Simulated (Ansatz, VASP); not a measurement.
# One calculation of TlH3, two programs

```
CELL_PARAMETERS angstrom
11.64000 0.00000 0.00000
0.00000 9.00000 0.00000
0.00000 0.00000 12.05000
ATOMIC_POSITIONS crystal
Tl 0.46205 0.50000 0.50003
H 0.38660 0.50000 0.62661
H 0.38660 0.50000 0.37344
H 0.61324 0.50000 0.50003
```

Alike in both runs: task single point; functional PBE; k mesh 1 × 1 × 1; occupations gaussian, width 0.01 eV; non-collinear spin, spin-orbit coupling.

|  | VASP | Ansatz |
| --- | --- | --- |
| version | VASP 6.6.1 | Ansatz 0.2.0 |
| potentials or method | VASP PAW PBE potentials, release 64 (Tl_d, H), cutoff 520 eV | plane waves, PAW |
| valence electrons in the cell | 16 | 16 |

```csv
,VASP,Ansatz,Ansatz less VASP
rms of the force components (eV/Å),0.073,0.088,+0.0150
```

Atom by atom the forces differ by 0.015 eV/Å (rms over components). The functional is the same, so the differences come from potentials, cutoffs and numerics. Ansatz's warnings: xc potential rough in thin density.
